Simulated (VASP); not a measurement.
# SnO in VASP: notebook

Runs on SnO. Level: PBEsol. Tasks: electric field gradients.

All numbers are computed with VASP 6.6.1; they aren't measurements. Logs are shortened: lines on timing, memory, paths and dates and some standing lists are left out, and cuts for length are marked.

## (1) The cell of the first run

The structure is tetragonal, space group P4/nmm (No. 129). The conventional cell has a = 3.776 Å, b = 3.776 Å, c = 4.804 Å, α = 90.00°, β = 90.00°, γ = 90.00°. Sn (site symmetry 4mm) has 4 O at 2.21 Å within 2.9 Å. Within 2.9 Å of O (site symmetry -4m2) lie 4 Sn at 2.21 Å and 4 O at 2.67 Å.

## (2) Electric field gradients, PBEsol (17.13 Å³/atom)

The input, INCAR:

```
SYSTEM = SnO
PREC     = Accurate       ! precision mode
ENCUT    = 520            ! plane-wave cutoff, eV
EDIFF    = 1E-8           ! SCF threshold, eV
ISMEAR   = -1             ! smearing method
SIGMA    = 0.01           ! smearing width, eV
LREAL    = .FALSE.        ! projectors in reciprocal space
LASPH    = .TRUE.         ! aspherical terms in the spheres
NELM     = 100            ! most SCF steps
ALGO     = Normal         ! electronic algorithm
ISIF     = 2              ! what is computed and relaxed
LWAVE    = .FALSE.        ! write WAVECAR
LCHARG   = .FALSE.        ! write CHGCAR
GGA      = PS             ! functional
LEFG     = .TRUE.       
NBANDS   = 28             ! bands
```

The input, KPOINTS:

```
regular mesh
0
G
  8 8 6
  0 0 0
```

The input, POSCAR:

```
SnO
1.0
    3.7764824526      0.0000000000      0.0000000000
    0.0000000000      3.7764824526      0.0000000000
    0.0000000000      0.0000000000      4.8035426462
Sn O
2 2
Direct
    0.0000000000      0.5000000000      0.2385000000
    0.5000000000      0.0000000000      0.7615000000
    0.0000000000      0.0000000000      0.0000000000
    0.5000000000      0.5000000000      0.0000000000
```

Potentials or basis: VASP PAW PBE potentials, release 64 (Sn_d, O).

Started as:

```sh
$ cat potpaw_PBE.64/Sn_d/POTCAR potpaw_PBE.64/O/POTCAR > POTCAR
$ mpirun -np 1 vasp_std > vasp.out
```

OUTCAR:

```text
SYSTEM = SnO
   PREC = Accurate
   ENCUT = 520
   EDIFF = 1E-8
   ISMEAR = -1
   LREAL = .FALSE.
   LASPH = .TRUE.
   NELM = 100
   ISIF = 2
   GGA = PS

 ion  position               nearest neighbor table
   1  0.000  0.500  0.239-   3 2.21   4 2.21   3 2.21   4 2.21   2 3.52   2 3.52   2 3.52   2 3.52
                             2 3.67   2 3.67   2 3.67   2 3.67
   2  0.500  0.000  0.761-   3 2.21   4 2.21   4 2.21   3 2.21   1 3.52   1 3.52   1 3.52   1 3.52
                             1 3.67   1 3.67   1 3.67   1 3.67
   3  0.000  0.000  0.000-   1 2.21   2 2.21   1 2.21   2 2.21
   4  0.500  0.500  0.000-   1 2.21   2 2.21   2 2.21   1 2.21

  LATTYP: Found a simple tetragonal cell.
 ALAT       =     3.7764824526
 C/A-ratio  =     1.2719621252

  Lattice vectors:

 A1 = (   3.7764824526,   0.0000000000,   0.0000000000)
 A2 = (   0.0000000000,   3.7764824526,   0.0000000000)
 A3 = (   0.0000000000,   0.0000000000,   4.8035426462)

Analysis of symmetry for initial positions (statically):
=====================================================================
 Subroutine PRICEL returns:
 Original cell was already a primitive cell.

 Routine SETGRP: Setting up the symmetry group for a
 simple tetragonal supercell.

 Subroutine GETGRP returns: Found 16 space group operations
 (whereof  8 operations were pure point group operations)
 out of a pool of 16 trial point group operations.

The static configuration has the point symmetry D_2d.
 The point group associated with its full space group is D_4h.

Analysis of symmetry for dynamics (positions and initial velocities):
=====================================================================
 Subroutine PRICEL returns:
 Original cell was already a primitive cell.

 Routine SETGRP: Setting up the symmetry group for a
 simple tetragonal supercell.

 Subroutine GETGRP returns: Found 16 space group operations
 (whereof  8 operations were pure point group operations)
 out of a pool of 16 trial point group operations.

The dynamic configuration has the point symmetry D_2d.
 The point group associated with its full space group is D_4h.

 Subroutine INISYM returns: Found 16 space group operations
 (whereof  8 operations are pure point group operations),
 and found     1 'primitive' translations

----------------------------------------------------------------------------------------

                                     Primitive cell

  volume of cell :      68.5073

  direct lattice vectors                    reciprocal lattice vectors
     3.776482453  0.000000000  0.000000000     0.264796676  0.000000000  0.000000000
     0.000000000  3.776482453  0.000000000     0.000000000  0.264796676  0.000000000
     0.000000000  0.000000000  4.803542646     0.000000000  0.000000000  0.208179686

  length of vectors
     3.776482453  3.776482453  4.803542646     0.264796676  0.264796676  0.208179686

  position of ions in fractional coordinates (direct lattice)
     0.000000000  0.500000000  0.238500000
     0.500000000  0.000000000  0.761500000
     0.000000000  0.000000000  0.000000000
     0.500000000  0.500000000  0.000000000

  ion indices of the primitive-cell ions
   primitive index   ion index
                 1           1
                 2           2
                 3           3
                 4           4

----------------------------------------------------------------------------------------

 KPOINTS: regular mesh

Automatic generation of k-mesh.
 Grid dimensions read from file:
 generate k-points for:    8    8    6
[... 45 lines left out ...]
 [... further k-points ...]
   k-points           NKPTS =     60   k-points in BZ     NKDIM =     60   number of bands    NBANDS=     28
   number of dos      NEDOS =    301   number of ions     NIONS =      4
   total plane-waves  NPLWV =  28224
   dimension x,y,z NGX =    28 NGY =   28 NGZ =   36
   dimension x,y,z NGXF=    56 NGYF=   56 NGZF=   72
   ions per type =               2   2
   NGX,Y,Z   is equivalent  to a cutoff of  12.33, 12.33, 12.46 a.u.
   NGXF,Y,Z  is equivalent  to a cutoff of  24.65, 24.65, 24.92 a.u.
 SYSTEM =  SnO
   PREC   = accura    normal or accurate (medium, high low for compatibility)
   ISTART =      0    job   : 0-new  1-cont  2-samecut
   ICHARG =      2    charge: 1-file 2-atom 10-const
   ISPIN  =      1    spin polarized calculation?
   LNONCOLLINEAR =      F non collinear calculations
   LSORBIT =      F    spin-orbit coupling
   LASPH  =      T    aspherical Exc in radial PAW
   ENCUT  =  520.0 eV  38.22 Ry    6.18 a.u.   7.02  7.02  8.93*2*pi/ulx,y,z
   NELM   =    100;   NELMIN=  2; NELMDL= -5     # of ELM steps
   EDIFF  = 0.1E-07   stopping-criterion for ELM
   LREAL  =      F    real-space projection
   EDIFFG = 0.1E-06   stopping-criterion for IOM
   NSW    =      0    number of steps for IOM
   IBRION =     -1    ionic relax: 0-MD 1-quasi-New 2-CG
   NFREE  =      0    steps in history (QN), initial steepest desc. (CG)
   ISIF   =      2    stress and relaxation
   ISYM   =      2    0-nonsym 1-usesym 2-fastsym
   POTIM  = 0.5000    time-step for ionic-motion
   TEBEG  =    0.0;   TEEND  =   0.0 temperature during run
   PSTRESS=    0.0 pullay stress
   NELECT =      40.0000    total number of electrons
   NUPDOWN=      -1.0000    fix difference up-down
   EMIN   =  10.00;   EMAX   =-10.00  energy-range for DOS
   EFERMI =   0.00;   METHOD = LEGACY
   ISMEAR =    -1;   SIGMA  =   0.01  broadening in eV -4-tet -1-fermi 0-gaus
   EFERMI_NEDOS =   21; number of points for ismear=-14 and -15
   IALGO  =     38    algorithm
   IMIX   =      4    mixing-type and parameters
     AMIX     =   0.40;   BMIX     =  1.00
     AMIX_MAG =   1.60;   BMIX_MAG =  1.00
  volume/ion in A,a.u.               =      17.13       115.58
  Fermi-wavevector in a.u.,A,eV,Ry     =   1.368304  2.585720 25.473591  1.872256
  Thomas-Fermi vector in A             =   2.494280
   LORBIT       =      0    0 simple, 1 ext, 2 COOP (PROOUT), +10 PAW based schemes
   GGA     = PS    functional components
   LHFCALC =     F    Hartree Fock is set to
   AEXX    =    0.0000 exact exchange contribution
   IVDW    =     0    specifies the selected vdW correction
   LEPSILON=     F    determine dielectric tensor
   LRPA    =     F    only Hartree local field effects (RPA)
 non-spin polarized calculation
  energy-cutoff  :      520.00
  volume of cell :       68.51
 maximum number of plane-waves:      1872
   NGX = 15   NGY = 15   NGZ = 17

 number of electron      40.0000009 magnetization

 Free energy of the ion-electron system (eV)
  ---------------------------------------------------
  ext. energy  EPLUGINS =         0.00000000
  ---------------------------------------------------
  free energy    TOTEN  =       -24.20000573 eV

  energy without entropy =      -24.19980928  energy(sigma->0) =      -24.19990750

 E-fermi :   7.3581     XC(G=0): -10.6009

 val. band max:        7.3556448368   @ k =   0.0000   0.0000   0.0000
 cond. band min:       7.7105029503   @ k =   0.5000   0.5000   0.1667
 fundamental gap:      0.3548581135
 Fermi energy:         7.3580832554

 k-point     1 :       0.0000    0.0000    0.0000
  band No.  band energies     occupation
      1     -14.6935      2.00000
      2     -14.2024      2.00000
      3     -14.2024      2.00000
      4     -14.1966      2.00000
      5     -14.1437      2.00000
      6     -14.1426      2.00000
[... 733 lines left out ...]
     27      15.8884      0.00000
     28      15.8884      0.00000

 [... further k-points ...]

------------------------ aborting loop because EDIFF is reached ----------------------------------------

  FORCE on cell =-STRESS in cart. coord.  units (eV):
  Direction    XX          YY          ZZ          XY          YZ          ZX
  --------------------------------------------------------------------------------------
  -------------------------------------------------------------------------------------
  Total        1.0588111      1.0588111      0.6959288      0.0000000      0.0000000      0.0000000
  in kB       24.7623856     24.7623856     16.2756674      0.0000000      0.0000000      0.0000000
  external PRESSURE =      21.9334796 kB  Pullay stress =       0.0000000 kB

 VOLUME and BASIS-vectors are now :
 -----------------------------------------------------------------------------
  energy-cutoff  :      520.00
  volume of cell :       68.51
      direct lattice vectors                 reciprocal lattice vectors
     3.776482453  0.000000000  0.000000000     0.264796676  0.000000000  0.000000000
     0.000000000  3.776482453  0.000000000     0.000000000  0.264796676  0.000000000
     0.000000000  0.000000000  4.803542646     0.000000000  0.000000000  0.208179686

 POSITION                                       TOTAL-FORCE (eV/Angst)
 -----------------------------------------------------------------------------------
      0.00000      1.88824      1.14564        -0.000000      0.000000      0.454141
      1.88824      0.00000      3.65790         0.000000      0.000000     -0.454141
      0.00000      0.00000      0.00000        -0.000000     -0.000000     -0.000000
      1.88824      1.88824      0.00000        -0.000000      0.000000     -0.000000
 -----------------------------------------------------------------------------------
    total drift:                                0.000000      0.000000      0.000000

  FREE ENERGIE OF THE ION-ELECTRON SYSTEM (eV)
  ---------------------------------------------------
  free  energy   TOTEN  =       -24.2000057306 eV

  energy  without entropy=      -24.1998092793  energy(sigma->0) =      -24.19990750

 Electric field gradients (V/A^2)
---------------------------------------------------------------------
 ion       V_xx      V_yy      V_zz      V_xy      V_xz      V_yz
---------------------------------------------------------------------
   1      81.986    81.986  -163.973     0.000    -0.000    -0.000
   2      81.986    81.986  -163.973     0.000     0.000     0.000
   3      -1.233    -1.233     2.465    -0.000    -0.000     0.000
   4      -1.233    -1.233     2.465    -0.000    -0.000     0.000
---------------------------------------------------------------------

 Electric field gradients after diagonalization (V/A^2)
 (convention: |V_zz| > |V_xx| > |V_yy|)
----------------------------------------------------------------------
 ion       V_xx      V_yy      V_zz     asymmetry (V_yy - V_xx)/ V_zz
----------------------------------------------------------------------
   1      81.986    81.986  -163.973       0.000
   2      81.986    81.986  -163.973       0.000
   3      -1.233    -1.233     2.465       0.000
   4      -1.233    -1.233     2.465       0.000
----------------------------------------------------------------------

           NMR quadrupolar parameters

 Cq : quadrupolar parameter    Cq=e*Q*V_zz/h
 eta: asymmetry parameters     (V_yy - V_xx)/ V_zz
 Q  : nuclear electric quadrupole moment in mb (millibarn)
----------------------------------------------------------------------
 ion       Cq(MHz)       eta       Q (mb)
----------------------------------------------------------------------
   1      -0.396       0.000       1.000
   2      -0.396       0.000       1.000
   3       0.006       0.000       1.000
   4       0.006       0.000       1.000
----------------------------------------------------------------------
```

It took 4.3 min on 1 thread of Intel Xeon 8259CL, shared host; peak memory 0.23 GiB.

Results:

- Free energy: -24.2000 eV
- Pressure: 2.2 GPa
- Largest force: 0.454 eV/Å
- Band gap on the k mesh: zero (bands 20 and 21 overlap by 0.06 eV)
- Largest electric field gradient by atom: Sn -164.0; O +2.5 V/Å²

Forces in eV/Å, atoms in the order of the input:
```
Sn   0.000  0.000  0.454
Sn   0.000  0.000 -0.454
O    0.000  0.000  0.000
O    0.000  0.000  0.000
```

Stress tensor (GPa, compression positive):
```
2.48 0.00 0.00
0.00 2.48 0.00
0.00 0.00 1.63
```

Electric field gradients, principal values (V/Å²):
```csv
atom,least,middle,greatest (by size)
1 Sn,81.986,81.986,-163.973
2 Sn,81.986,81.986,-163.973
3 O,-1.233,-1.233,2.465
4 O,-1.233,-1.233,2.465
```

Caveat: semilocal functionals underestimate gaps, and a narrow one can read as zero; without QUAD_EFG the Cq values of the log hold for a quadrupole moment of 1 mb, not for the nuclei; the PAW data sets were made with another functional, which shifts forces and pressure a little; spin-orbit coupling is left out, which moves the levels of the heavy elements.

## (3) Electric field gradients, PBEsol (17.30 Å³/atom)

This run uses another cell than the first one, of 17.30 Å³/atom.

The input, INCAR:

```
ALGO = Normal
EDIFF = 1E-8
ENCUT = 520
GGA = PS
ISIF = 2
ISMEAR = -1
LASPH = T
LCHARG = F
LEFG = T
LREAL = F
LWAVE = F
NBANDS = 28
NELM = 60
PREC = Accurate
SIGMA = 0.01
```

The input, KPOINTS:

```
k-points
0
Gamma
  8 8 6
```

The input, POSCAR:

```
SnO
1.0
    3.7892841860      0.0000000000      0.0000000000
    0.0000000000      3.7892841860      0.0000000000
    0.0000000000      0.0000000000      4.8198259661
Sn O
2 2
Direct
    0.0000000000      0.5000000000      0.2385000000
    0.5000000000      0.0000000000      0.7615000000
    0.0000000000      0.0000000000      0.0000000000
    0.5000000000      0.5000000000      0.0000000000
```

Potentials or basis: VASP PAW PBE potentials, release 64 (Sn_d, O).

Started as:

```sh
$ cat potpaw_PBE.64/Sn_d/POTCAR potpaw_PBE.64/O/POTCAR > POTCAR
$ mpirun -np 1 vasp_std > vasp.out
```

OUTCAR:

```text
EDIFF = 1E-8
   ENCUT = 520
   GGA = PS
   ISIF = 2
   ISMEAR = -1
   LASPH = T
   LREAL = F
   NELM = 60
   PREC = Accurate

 ion  position               nearest neighbor table
   1  0.000  0.500  0.239-   3 2.22   4 2.22   3 2.22   4 2.22   2 3.53   2 3.53   2 3.53   2 3.53
                             2 3.68   2 3.68   2 3.68   2 3.68
   2  0.500  0.000  0.761-   3 2.22   4 2.22   4 2.22   3 2.22   1 3.53   1 3.53   1 3.53   1 3.53
                             1 3.68   1 3.68   1 3.68   1 3.68
   3  0.000  0.000  0.000-   1 2.22   2 2.22   1 2.22   2 2.22
   4  0.500  0.500  0.000-   1 2.22   2 2.22   2 2.22   1 2.22

  LATTYP: Found a simple tetragonal cell.
 ALAT       =     3.7892841860
 C/A-ratio  =     1.2719621252

  Lattice vectors:

[... 974 lines left out ...]
   1      81.205    81.205  -162.410    -0.000     0.000    -0.000
   2      81.205    81.205  -162.410    -0.000     0.000    -0.000
   3      -1.203    -1.203     2.406     0.000    -0.000     0.000
   4      -1.203    -1.203     2.406    -0.000    -0.000    -0.000
---------------------------------------------------------------------

 Electric field gradients after diagonalization (V/A^2)
 (convention: |V_zz| > |V_xx| > |V_yy|)
----------------------------------------------------------------------
 ion       V_xx      V_yy      V_zz     asymmetry (V_yy - V_xx)/ V_zz
----------------------------------------------------------------------
   1      81.205    81.205  -162.410       0.000
   2      81.205    81.205  -162.410       0.000
   3      -1.203    -1.203     2.406       0.000
   4      -1.203    -1.203     2.406       0.000
----------------------------------------------------------------------

           NMR quadrupolar parameters

 Cq : quadrupolar parameter    Cq=e*Q*V_zz/h
 eta: asymmetry parameters     (V_yy - V_xx)/ V_zz
 Q  : nuclear electric quadrupole moment in mb (millibarn)
----------------------------------------------------------------------
 ion       Cq(MHz)       eta       Q (mb)
----------------------------------------------------------------------
   1      -0.393       0.000       1.000
   2      -0.393       0.000       1.000
   3       0.006       0.000       1.000
   4       0.006       0.000       1.000
----------------------------------------------------------------------
```

OSZICAR:

```text
N       E                     dE             d eps       ncg     rms          rms(c)
DAV:   1     0.418105256807E+03    0.41811E+03   -0.19973E+04  3448   0.220E+03
DAV:   2     0.366348496076E+02   -0.38147E+03   -0.36612E+03  3444   0.542E+02
DAV:   3    -0.244622862233E+02   -0.61097E+02   -0.59886E+02  3836   0.182E+02
[... 10 lines left out ...]
DAV:  14    -0.242079145890E+02    0.12791E-06   -0.32590E-06  3564   0.103E-02    0.255E-03
DAV:  15    -0.242079146480E+02   -0.58983E-07   -0.33575E-07  5004   0.502E-03    0.201E-03
DAV:  16    -0.242079147134E+02   -0.65433E-07   -0.10064E-07  3876   0.293E-03    0.402E-04
DAV:  17    -0.242079147449E+02   -0.31464E-07   -0.15152E-08  2048   0.746E-04    0.171E-04
DAV:  18    -0.242079147344E+02    0.10476E-07   -0.12204E-09  1708   0.293E-04    0.373E-05
DAV:  19    -0.242079147361E+02   -0.16853E-08   -0.32720E-10  1696   0.140E-04
   1 F= -.24207915E+02 E0= -.24207808E+02  d E =-.214462E-03
```

Run time: 4.1 min. Hardware: 1 thread of Intel Xeon 8259CL, shared host; peak memory 0.23 GiB.

Results:

| Item | Value |
| --- | --- |
| Free energy | -24.2079 eV |
| Pressure | 1.1 GPa |
| Largest force | 0.305 eV/Å |
| Band gap on the k mesh | zero (bands 20 and 21 overlap by 0.02 eV) |
| Largest electric field gradient by atom | Sn -162.4; O +2.4 V/Å² |

Forces in eV/Å, atoms in the order of the input:
```
Sn   0.000  0.000  0.305
Sn   0.000  0.000 -0.305
O    0.000  0.000  0.000
O    0.000  0.000  0.000
```

Stress tensor (GPa, compression positive):
```
1.34 0.00 0.00
0.00 1.34 0.00
0.00 0.00 0.75
```

Electric field gradients, principal values (V/Å²):
```tsv
atom	least	middle	greatest (by size)
1 Sn	81.205	81.205	-162.410
2 Sn	81.205	81.205	-162.410
3 O	-1.203	-1.203	2.406
4 O	-1.203	-1.203	2.406
```

Caveat: semilocal functionals underestimate gaps, and a narrow one can read as zero; without QUAD_EFG the Cq values of the log hold for a quadrupole moment of 1 mb, not for the nuclei; the PAW data sets were made with another functional, which shifts forces and pressure a little; spin-orbit coupling is left out, which moves the levels of the heavy elements.

(Continued in part 2 of 2.)

The gap in the log of VASP goes by the Fermi energy; the results here count the filled bands.